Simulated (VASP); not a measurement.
Here is a VASP 6.6.1 calculation.

Contents of INCAR:

```
SYSTEM = Cs2SnW3
PREC = Accurate
ENCUT = 520
EDIFF = 1E-7
ISMEAR = 0
SIGMA = 0.1
LREAL = .False.
LASPH = .True.
NELM = 100
ALGO = Fast
ISIF = 2
LWAVE = .False.
LCHARG = .False.
GGA = PE
NBANDS = 46
```

Contents of KPOINTS:

```
regular mesh
0
Gamma
  6 6 4
  0 0 0
```

POSCAR

```
Cs2SnW3
1.0
    5.3949497142      0.0000000000      0.0000000000
   -2.6974748571      4.6721635047      0.0000000000
    0.0000000000      0.0000000000     12.7669501189
Cs Sn W
2 1 3
Direct
    0.0000000000      0.0000000000      0.7731835081
    0.0000000000      0.0000000000      0.2268164919
    0.0000000000      0.0000000000      0.5000000000
    0.5000000000      0.0000000000      0.5000000000
    0.0000000000      0.5000000000      0.5000000000
    0.5000000000      0.5000000000      0.5000000000
```

Potentials or basis: VASP PAW PBE potentials, release 64 (Cs_sv, Sn_d, W_sv).

Run with:

```sh
$ cat potpaw_PBE.64/Cs_sv/POTCAR potpaw_PBE.64/Sn_d/POTCAR potpaw_PBE.64/W_sv/POTCAR > POTCAR
$ mpirun -np 1 vasp_std > vasp.out
```

**Question.** Estimate the largest force.

**Answer.** 0.013 eV/Å.

**Question.** Predict the band gap on the k mesh.

**Answer.** Zero (bands 37 and 38 overlap by 0.19 eV).

**Question.** What does it give for the pressure?

**Answer.** 0.0 GPa.

Forces in eV/Å, atoms in the order of the input:
```
Cs   0.000  0.000  0.013
Cs   0.000  0.000 -0.013
Sn   0.000  0.000  0.000
W    0.000  0.000  0.000
W    0.000  0.000  0.000
W    0.000  0.000  0.000
```

Caveat: spin-orbit coupling is left out, which moves the levels of the heavy elements.
